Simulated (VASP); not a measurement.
# F (C2/m) in VASP: single point with PBE

Aim: the single point of F with PBE.

Everything below comes from runs of VASP 6.6.1. Logs are shortened: lines on timing, memory, paths and dates and some standing lists are left out, and cuts for length are marked.

## (1) The cell of the first run

It takes space group C2/m (No. 12, monoclinic). The conventional cell has a = 5.500 Å, b = 3.280 Å, c = 7.284 Å, α = 90.00°, β = 102.17°, γ = 90.00°. F (site symmetry m) has 1 F at 1.44 Å within 1.9 Å. Within 1.9 Å of F (site symmetry m) lie 1 F at 1.45 Å.

## (2) Single point, PBE

INCAR

```
PREC = Accurate
ENCUT = 520
EDIFF = 1E-6
ISMEAR = -1
SIGMA = 0.03
LREAL = F
LASPH = T
NELM = 100
ALGO = Normal
ISIF = 2
LWAVE = F
LCHARG = F
GGA = PE
NBANDS = 22
```

KPOINTS

```
regular mesh
0
Gamma
  11 11 5
```

POSCAR

```
F
1.0
    2.7500000000     -1.6400000000      0.0000000000
    2.7500000000      1.6400000000      0.0000000000
   -1.5360100000      0.0000000000      7.1200200000
F
4
Direct
    0.0504000000      0.0504000000      0.0996000000
    0.9496000000      0.9496000000      0.9004000000
    0.5050000000      0.5050000000      0.6000000000
    0.4950000000      0.4950000000      0.4000000000
```

Potentials or basis: VASP PAW PBE potentials, release 64 (F).

Command:

```
cat potpaw_PBE.64/F/POTCAR > POTCAR
mpirun -np 1 vasp_std > vasp.out
```

OUTCAR:

```text
PREC = Accurate
   ENCUT = 520
   EDIFF = 1E-6
   ISMEAR = -1
   LREAL = F
   LASPH = T
   NELM = 100
   ISIF = 2
   GGA = PE

 ion  position               nearest neighbor table
   1  0.050  0.050  0.100-   2 1.44
   2  0.950  0.950  0.900-   1 1.44
   3  0.505  0.505  0.600-   4 1.45
   4  0.495  0.495  0.400-   3 1.45

  LATTYP: Found a base centered monoclinic cell.
 ALAT       =     5.5000000000
 B/A-ratio  =     0.5963636364
 C/A-ratio  =     1.3243306311
 COS(beta)  =    -0.2108797750

  Lattice vectors:

 A1 = (   2.7500000000,  -1.6400000000,   0.0000000000)
 A2 = (   2.7500000000,   1.6400000000,   0.0000000000)
 A3 = (  -1.5360100000,   0.0000000000,   7.1200200000)

Analysis of symmetry for initial positions (statically):
=====================================================================
 Subroutine PRICEL returns:
 Original cell was already a primitive cell.

 Routine SETGRP: Setting up the symmetry group for a
 base centered monoclinic supercell.

 Subroutine GETGRP returns: Found  4 space group operations
 (whereof  4 operations were pure point group operations)
 out of a pool of  4 trial point group operations.

The static configuration has the point symmetry C_2h.

Analysis of symmetry for dynamics (positions and initial velocities):
=====================================================================
 Subroutine PRICEL returns:
 Original cell was already a primitive cell.

 Routine SETGRP: Setting up the symmetry group for a
 base centered monoclinic supercell.

 Subroutine GETGRP returns: Found  4 space group operations
 (whereof  4 operations were pure point group operations)
 out of a pool of  4 trial point group operations.

The dynamic configuration has the point symmetry C_2h.

 Subroutine INISYM returns: Found  4 space group operations
 (whereof  4 operations are pure point group operations),
 and found     1 'primitive' translations

----------------------------------------------------------------------------------------

                                     Primitive cell

  volume of cell :      64.2226

  direct lattice vectors                    reciprocal lattice vectors
     2.750000000 -1.640000000  0.000000000     0.181818182 -0.304878049  0.039223843
     2.750000000  1.640000000  0.000000000     0.181818182  0.304878049  0.039223843
    -1.536010000  0.000000000  7.120020000     0.000000000  0.000000000  0.140449044

  length of vectors
     3.201890067  3.201890067  7.283818471     0.357137209  0.357137209  0.140449044

  position of ions in fractional coordinates (direct lattice)
     0.050400000  0.050400000  0.099600000
     0.949600000  0.949600000  0.900400000
     0.505000000  0.505000000  0.600000000
     0.495000000  0.495000000  0.400000000

  ion indices of the primitive-cell ions
   primitive index   ion index
                 1           1
                 2           2
                 3           3
                 4           4

----------------------------------------------------------------------------------------

 KPOINTS: regular mesh

Automatic generation of k-mesh.
 Grid dimensions read from file:
 generate k-points for:   11   11    5

 Generating k-lattice:

  Cartesian coordinates                     Fractional coordinates (reciprocal lattice)
     0.016528926 -0.027716186  0.003565804     0.090909091 -0.000000000  0.000000000
     0.016528926  0.027716186  0.003565804    -0.000000000  0.090909091  0.000000000
     0.000000000  0.000000000  0.028089809     0.000000000  0.000000000  0.200000000

  Length of vectors
     0.032467019  0.032467019  0.028089809

  Shift w.r.t. Gamma in fractional coordinates (k-lattice)
     0.000000000  0.000000000  0.000000000

 Subroutine IBZKPT returns following result:
 ===========================================

 Found    168 irreducible k-points:

 Following reciprocal coordinates:
            Coordinates               Weight
  0.000000  0.000000  0.000000      1.000000
  0.090909 -0.000000  0.000000      4.000000
  0.181818  0.000000  0.000000      4.000000
  0.272727  0.000000 -0.000000      4.000000
  0.363636 -0.000000  0.000000      4.000000
  0.454545  0.000000 -0.000000      4.000000
[... 16 lines left out ...]
 -0.272727  0.181818  0.000000      4.000000
 -0.181818  0.181818  0.000000      2.000000
 [... further k-points ...]
   k-points           NKPTS =    168   k-points in BZ     NKDIM =    168   number of bands    NBANDS=     22
   number of dos      NEDOS =    301   number of ions     NIONS =      4
   total plane-waves  NPLWV =  31104
   dimension x,y,z NGX =    24 NGY =   24 NGZ =   54
   dimension x,y,z NGXF=    48 NGYF=   48 NGZF=  108
   ions per type =               4
   NGX,Y,Z   is equivalent  to a cutoff of  12.46, 12.46, 12.32 a.u.
   NGXF,Y,Z  is equivalent  to a cutoff of  24.92, 24.92, 24.65 a.u.
 SYSTEM =  unknown system
   PREC   = accura    normal or accurate (medium, high low for compatibility)
   ISTART =      0    job   : 0-new  1-cont  2-samecut
   ICHARG =      2    charge: 1-file 2-atom 10-const
   ISPIN  =      1    spin polarized calculation?
   LNONCOLLINEAR =      F non collinear calculations
   LSORBIT =      F    spin-orbit coupling
   LASPH  =      T    aspherical Exc in radial PAW
   ENCUT  =  520.0 eV  38.22 Ry    6.18 a.u.   5.95  5.95 13.54*2*pi/ulx,y,z
   NELM   =    100;   NELMIN=  2; NELMDL= -5     # of ELM steps
   EDIFF  = 0.1E-05   stopping-criterion for ELM
   LREAL  =      F    real-space projection
   EDIFFG = 0.1E-04   stopping-criterion for IOM
   NSW    =      0    number of steps for IOM
   IBRION =     -1    ionic relax: 0-MD 1-quasi-New 2-CG
   NFREE  =      0    steps in history (QN), initial steepest desc. (CG)
   ISIF   =      2    stress and relaxation
   ISYM   =      2    0-nonsym 1-usesym 2-fastsym
   POTIM  = 0.5000    time-step for ionic-motion
   TEBEG  =    0.0;   TEEND  =   0.0 temperature during run
   PSTRESS=    0.0 pullay stress
   NELECT =      28.0000    total number of electrons
   NUPDOWN=      -1.0000    fix difference up-down
   EMIN   =  10.00;   EMAX   =-10.00  energy-range for DOS
   EFERMI =   0.00;   METHOD = LEGACY
   ISMEAR =    -1;   SIGMA  =   0.03  broadening in eV -4-tet -1-fermi 0-gaus
   EFERMI_NEDOS =   21; number of points for ismear=-14 and -15
   IALGO  =     38    algorithm
   IMIX   =      4    mixing-type and parameters
     AMIX     =   0.40;   BMIX     =  1.00
     AMIX_MAG =   1.60;   BMIX_MAG =  1.00
  volume/ion in A,a.u.               =      16.06       108.35
  Fermi-wavevector in a.u.,A,eV,Ry     =   1.241361  2.345833 20.966282  1.540978
  Thomas-Fermi vector in A             =   2.375763
   LORBIT       =      0    0 simple, 1 ext, 2 COOP (PROOUT), +10 PAW based schemes
   GGA     = PE    functional components
   LHFCALC =     F    Hartree Fock is set to
   AEXX    =    0.0000 exact exchange contribution
   IVDW    =     0    specifies the selected vdW correction
   LEPSILON=     F    determine dielectric tensor
   LRPA    =     F    only Hartree local field effects (RPA)
 non-spin polarized calculation
  energy-cutoff  :      520.00
  volume of cell :       64.22
 maximum number of plane-waves:      1749
   NGX = 11   NGY = 11   NGZ = 27

 number of electron      27.9999988 magnetization

 Free energy of the ion-electron system (eV)
  ---------------------------------------------------
  ext. energy  EPLUGINS =         0.00000000
  ---------------------------------------------------
  free energy    TOTEN  =        -7.28069249 eV

  energy without entropy =       -7.28069249  energy(sigma->0) =       -7.28069249

 E-fermi :  -4.5283     XC(G=0):  -7.6282

 val. band max:       -5.2071944351   @ k =   0.0000   0.0000   0.0000
 cond. band min:      -2.9247731941   @ k =   0.0000   0.0000   0.0000
 fundamental gap:      2.2824212410
 Fermi energy:        -4.5283024930

 k-point     1 :       0.0000    0.0000    0.0000
  band No.  band energies     occupation
      1     -29.7887      2.00000
      2     -29.6388      2.00000
      3     -24.1024      2.00000
      4     -23.7690      2.00000
      5     -11.7354      2.00000
      6     -10.8732      2.00000
[... 14 lines left out ...]
     21      13.7307      0.00000
     22      16.5835      0.00000

 k-point     2 :       0.0909   -0.0000    0.0000
  band No.  band energies     occupation
      1     -29.7804      2.00000
      2     -29.6337      2.00000
      3     -24.0902      2.00000
      4     -23.7698      2.00000
      5     -11.7159      2.00000
      6     -10.8868      2.00000
[... 14 lines left out ...]
     21      14.0557      0.00000
     22      15.5068      0.00000

 k-point     3 :       0.1818    0.0000    0.0000
  band No.  band energies     occupation
      1     -29.7574      2.00000
      2     -29.6201      2.00000
      3     -24.0551      2.00000
      4     -23.7743      2.00000
      5     -11.6594      2.00000
      6     -10.9279      2.00000
[... 14 lines left out ...]
     21      13.7538      0.00000
     22      14.3784      0.00000

 k-point     4 :       0.2727    0.0000   -0.0000
  band No.  band energies     occupation
      1     -29.7266      2.00000
      2     -29.6027      2.00000
      3     -24.0039      2.00000
      4     -23.7850      2.00000
      5     -11.5717      2.00000
      6     -10.9968      2.00000
[... 14 lines left out ...]
     21      13.2440      0.00000
     22      13.9582      0.00000

 k-point     5 :       0.3636   -0.0000    0.0000
  band No.  band energies     occupation
      1     -29.6977      2.00000
      2     -29.5875      2.00000
      3     -23.9455      2.00000
      4     -23.8063      2.00000
      5     -11.4613      2.00000
      6     -11.0916      2.00000
[... 417 lines left out ...]
 k-point    22 :      -0.3636    0.1818   -0.0000
  band No.  band energies     occupation
      1     -29.6724      2.00000
      2     -29.5718      2.00000
      3     -23.8799      2.00000
      4     -23.8389      2.00000
      5     -11.3204      2.00000
      6     -11.2061      2.00000
[... 14 lines left out ...]
     21      11.1519      0.00000
     22      12.1519      0.00000

 k-point    23 :      -0.2727    0.1818    0.0000
  band No.  band energies     occupation
      1     -29.6889      2.00000
      2     -29.5812      2.00000
      3     -23.9292      2.00000
      4     -23.8096      2.00000
      5     -11.4299      2.00000
      6     -11.1101      2.00000
[... 14 lines left out ...]
     21      12.1223      0.00000
     22      13.1003      0.00000

 k-point    24 :      -0.1818    0.1818    0.0000
  band No.  band energies     occupation
      1     -29.7137      2.00000
      2     -29.5952      2.00000
      3     -23.9804      2.00000
      4     -23.7903      2.00000
      5     -11.5301      2.00000
      6     -11.0280      2.00000
[... 14 lines left out ...]
     21      13.0152      0.00000
     22      14.1216      0.00000

 [... further k-points ...]
[... 5 lines left out ...]
  --------------------------------------------------------------------------------------
  -------------------------------------------------------------------------------------
  Total        0.0717121      0.0875009     -1.3824296      0.0000000      0.0000000      0.0307367
  in kB        1.7890215      2.1829073    -34.4878277      0.0000000      0.0000000      0.7667969
  external PRESSURE =     -10.1719663 kB  Pullay stress =       0.0000000 kB

 VOLUME and BASIS-vectors are now :
 -----------------------------------------------------------------------------
  energy-cutoff  :      520.00
  volume of cell :       64.22
      direct lattice vectors                 reciprocal lattice vectors
     2.750000000 -1.640000000  0.000000000     0.181818182 -0.304878049  0.039223843
     2.750000000  1.640000000  0.000000000     0.181818182  0.304878049  0.039223843
    -1.536010000  0.000000000  7.120020000     0.000000000  0.000000000  0.140449044

 POSITION                                       TOTAL-FORCE (eV/Angst)
 -----------------------------------------------------------------------------------
      0.12421      0.00000      0.70915        -0.062630      0.000000     -0.410067
      3.83978      0.00000      6.41087         0.062630      0.000000      0.410067
      1.85589      0.00000      4.27201         0.108198      0.000000     -0.582390
      2.10810      0.00000      2.84801        -0.108198      0.000000      0.582390
 -----------------------------------------------------------------------------------
    total drift:                                0.000000     -0.000000      0.000000

  FREE ENERGIE OF THE ION-ELECTRON SYSTEM (eV)
  ---------------------------------------------------
  free  energy   TOTEN  =        -7.2806924926 eV

  energy  without entropy=       -7.2806924926  energy(sigma->0) =       -7.28069249
```

Wall time 2.7 min (1 thread of Intel Xeon Platinum 8259CL at 2.50GHz (Skylake/Cascade Lake), shared host); peak memory 0.28 GiB.

What came out:

* Free energy: -7.2807 eV
* Pressure: -1.0 GPa
* Largest force: 0.592 eV/Å
* Band gap on the k mesh: 2.28 eV, direct

Forces in eV/Å, atoms in the order of the input:
```
F   -0.063  0.000 -0.410
F    0.063  0.000  0.410
F    0.108  0.000 -0.582
F   -0.108  0.000  0.582
```

A k mesh can miss the band edges. Expect the measured gap to be larger: semilocal functionals such as PBE lack the derivative discontinuity.
